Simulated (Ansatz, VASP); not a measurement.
This is a calculation of Li for Ansatz 0.2.0.

Contents of input.yaml:

```yaml
crystal:
  lattice:
    - [-1.75465, 1.75465, 1.75465]
    - [1.75465, -1.75465, 1.75465]
    - [1.75465, 1.75465, -1.75465]
  atoms:
    - { symbol: Li, position: [0.0, 0.0, 0.0] }
hamiltonian:
  xc: { exchange: pbe, correlation: pbe, exx: { coeff: 0.25, omega: 0.3 } }
  pseudopotentials: { kind: paw }
kpoints:
  mp_grid: { grid: [6, 6, 6] }
scf:
  occupations: { method: fermi_dirac, width: 0.05 }
output:
  forces: true
  stress: true
relax:
  f_tol: 0.01
  max_steps: 40
  cell: { stress_tol: 0.05 }
```

Potentials or basis: Ansatz PAW.

Run with:

```bash
$ ansatz run input.yaml --threads 2 --pin off --max-ram 5632MiB --backend cpu --events-out ev --progress --plain --runs-dir out
```

Question: Set up the same calculation for VASP 6.6.1. Potentials there: VASP PAW PBE potentials, release 64 (Li_sv).

Answer: As run (the cutoff follows the program's own potentials):

File POSCAR:

```
Li
1.0
   -1.7546500000      1.7546500000      1.7546500000
    1.7546500000     -1.7546500000      1.7546500000
    1.7546500000      1.7546500000     -1.7546500000
Li
1
Direct
    0.0000000000      0.0000000000      0.0000000000
```

Contents of INCAR.step1:

```
PREC     = Accurate       # precision mode
ENCUT    = 600            # plane-wave cutoff, eV
EDIFF    = 1E-5           # SCF threshold, eV
ISMEAR   = -1             # smearing method
SIGMA    = 0.05           # smearing width, eV
LREAL    = False          # projectors in reciprocal space
LASPH    = True           # aspherical terms in the spheres
NELM     = 60             # most SCF steps
ALGO     = Normal         # electronic algorithm
LWAVE    = True           # write WAVECAR
LCHARG   = False          # write CHGCAR
GGA      = PE             # functional
NBANDS   = 8              # bands
```

INCAR.step2

```
PREC     = Accurate       # precision mode
ENCUT    = 600            # plane-wave cutoff, eV
EDIFF    = 1E-7           # SCF threshold, eV
ISMEAR   = -1             # smearing method
SIGMA    = 0.05           # smearing width, eV
LREAL    = False          # projectors in reciprocal space
LASPH    = True           # aspherical terms in the spheres
NELM     = 60             # most SCF steps
ALGO     = Normal         # electronic algorithm
ISIF     = 3              # what is computed and relaxed
LWAVE    = False          # write WAVECAR
LCHARG   = False          # write CHGCAR
GGA      = PE             # functional
LHFCALC  = True           # exact exchange
AEXX     = 0.25           # exact-exchange fraction
HFSCREEN = 0.3            # screening, 1/A
PRECFOCK = Normal       
IBRION   = 2              # ionic algorithm
NSW      = 60             # ionic steps
EDIFFG   = -0.01          # ionic threshold
ISTART   = 1
```

Contents of KPOINTS:

```
Automatic mesh
0
Gamma
  6 6 6
```

Potentials or basis: VASP PAW PBE potentials, release 64 (Li_sv).

Launch:

```bash
$ cat potpaw_PBE.64/Li_sv/POTCAR > POTCAR
$ cp INCAR.step1 INCAR
$ mpirun -np 1 vasp_std > vasp.out
$ cp INCAR.step2 INCAR
$ mpirun -np 1 vasp_std > vasp.out
```

Both were run:

|  | VASP | Ansatz | Ansatz less VASP |
| --- | --- | --- | --- |
| gap on the k mesh at the Fermi level, each at its own relaxed structure (eV) | none | none | - |
| relaxed volume (Å³/atom) | 20.69 | 20.93 | +0.241 |
| relaxed length of the cell vector where the two differ most in proportion (Å) | 2.996 | 3.007 | +0.0116 |

VASP's potentials were made for PBE, not for PBE-based screened hybrid. A gap of «none» marks a metal or a gap that the smearing closes.

The k mesh is coarse, so the values compare programs but aren't converged. Noted on VASP's run: the cutoff is under 1.25 times that of the potentials, so the pressure is a little rough. Noted on Ansatz's run: the plane-wave basis is chosen anew once the cell has moved, so the energies of steps on either side of that aren't comparable.
